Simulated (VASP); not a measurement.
**Rh: single point with r2SCAN**

Crystal: Rh.

```xyz
2
Lattice="-1.4735 1.7932 1.3143 1.7932 -1.4735 1.3143 2.9940 2.9940 -0.7288" Properties=species:S:1:pos:R:3 pbc="T T T"
Rh    1.6571   -1.3374    1.3143
Rh    0.9763    2.3374    0.9499
```

This isn't the form of Rh at room conditions, which is fcc.

| Quantity | Value |
| --- | --- |
| Program | VASP 6.6.1 |
| Task | single point |
| Functional | r2SCAN |
| Potentials or basis | VASP PAW PBE potentials, release 64 (Rh_pv) |
| Cutoff | 520 eV |
| k mesh | 15 × 15 × 8 |
| Occupations | fermi-dirac, width 0.1 eV |
| Spin | no spin polarisation |

| Item | Value |
| --- | --- |
| Pressure | 14.2 GPa |
| Band gap on the k mesh | zero (bands 15 and 16 overlap by 2.57 eV) |

Stress tensor (GPa, compression positive):
```
14.18  0.09 -0.01
 0.09 14.18 -0.01
-0.01 -0.01 14.10
```

Levels at points of the mesh, in eV from the Fermi level:
```
           k point  band 13  band 14  band 15  band 16  band 17  band 18
(0.00, 0.00, 0.00)    -2.76    -2.14    -2.14     0.15     0.15     0.89
(0.00, 0.00, 0.50)    -3.46    -3.46    -0.48    -0.48    -0.48    -0.48
```

Run time: 11 min on 1 thread of Intel(R) Xeon(R) Platinum 8259CL CPU @ 2.50GHz (Skylake/Cascade Lake), on a shared host, peak memory 0.32 GiB.

Caveat: the cell stands under pressure; the PAW data sets were made with another functional, which shifts forces and pressure a little.
